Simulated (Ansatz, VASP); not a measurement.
CrPAu3: VASP beside Ansatz

```
Cr P Au
1.0
     4.71303    0.00000    0.00000
     0.00000    4.71303    0.00000
     0.00000    0.00000    4.71303
Cr P Au
1 1 3
Direct
  0.00000 0.00000 0.00000
  0.50000 0.50000 0.50000
  0.00000 0.50000 0.50000
  0.50000 0.00000 0.50000
  0.50000 0.50000 0.00000
```

Alike in both runs: functional PBE; k mesh 8 × 8 × 8; occupations gaussian, width 0.1 eV; collinear spin.

Ansatz relaxed the structure, and its values are those at the end. VASP's run is a single point on that final structure, the one shown.

|  | VASP | Ansatz |
| --- | --- | --- |
| version | VASP 6.6.1 | Ansatz 0.2.0 |
| potentials or method | VASP PAW PBE potentials, release 64 (Cr_pv, P, Au), cutoff 520 eV | scalar-relativistic, plane waves, PAW |
| valence electrons in the cell | 50 | 76 |

```csv
,VASP,Ansatz,Ansatz less VASP
gap on the k mesh at the Fermi level (eV),none,none,-
pressure (GPa),-0.1,0.0,+0.10
net moment per atom (μB),0.92,0.92,-0.001
size of the moment on the site where the two differ most (μB),4.10,4.34,+0.238
```

Site moments also hang on the region over which each program counts them. A gap of «none» marks a metal or a gap that the smearing closes. The functional is the same, so the differences come from potentials, cutoffs and numerics. VASP's potentials hold 50 valence electrons a cell and Ansatz's 76, so a difference there can come from the potentials and not from the codes.

Neither program's run includes spin-orbit coupling.
